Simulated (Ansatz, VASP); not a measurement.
# One calculation of HfC, two programs

Contents of INCAR:

```
PREC = Accurate ; ENCUT = 520
EDIFF = 1E-7 ; ISMEAR = -1
SIGMA = 0.05 ; LREAL = F
LASPH = T ; NELM = 60
ALGO = Normal ; ISIF = 2
LWAVE = F ; LCHARG = F
NBANDS = 14
```

File KPOINTS:

```
Automatic mesh
0
Gamma
  12 12 12
```

File POSCAR:

```
HfC
1.0
    0.0000000000      2.3403977997      2.3403977997
    2.3403977997      0.0000000000      2.3403977997
    2.3403977997      2.3403977997      0.0000000000
Hf C
1 1
Direct
    0.5000000000      0.5000000000      0.5000000000
    0.0000000000      0.0000000000      0.0000000000
```

Input for Ansatz:

```yaml
crystal:
  lattice:
    - [0.0, 2.3403977997, 2.3403977997]
    - [2.3403977997, 0.0, 2.3403977997]
    - [2.3403977997, 2.3403977997, 0.0]
  atoms:
    - { symbol: Hf, position: [0.5, 0.5, 0.5] }
    - { symbol: C, position: [0.0, 0.0, 0.0] }
kpoints:
  mp_grid: { grid: [12, 12, 12] }
  band_path:
    path:
      - [0.0, 0.0, 0.0]
      - [0.5, 0.0, 0.5]
      - [0.625, 0.25, 0.625]
      - [0.375, 0.375, 0.75]
      - [0.0, 0.0, 0.0]
      - [0.5, 0.5, 0.5]
      - [0.5, 0.25, 0.75]
      - [0.5, 0.0, 0.5]
    npoints: 5
scf:
  occupations: { method: fermi_dirac, width: 0.05 }
hamiltonian:
  xc: lda
  pseudopotentials: { kind: all_electron, lapw: { basis_error: 0.00025 } }
output:
  forces: true
  stress: true
  eigenvalues: true
```

Change from the starting cell: volume scaled by 1.02.

Alike in both runs: task single point; functional LDA; k mesh 12 × 12 × 12; occupations fermi-dirac, width 0.05 eV; no spin polarisation.

```csv
,VASP,Ansatz
version,VASP 6.6.1,Ansatz 0.2.0
potentials or method,"VASP PAW LDA potentials, release 64 (Hf_pv, C), cutoff 520 eV","all-electron LAPW, scalar-relativistic"
```

```csv
,VASP,Ansatz,Ansatz less VASP
pressure (GPa),-15.7,-15.8,-0.13
```

LDA's correlation is that of Perdew and Zunger in VASP and of Perdew and Wang (1992) in Ansatz. Ansatz ran all-electron here, and VASP with PAW potentials.

Neither program's run includes spin-orbit coupling.
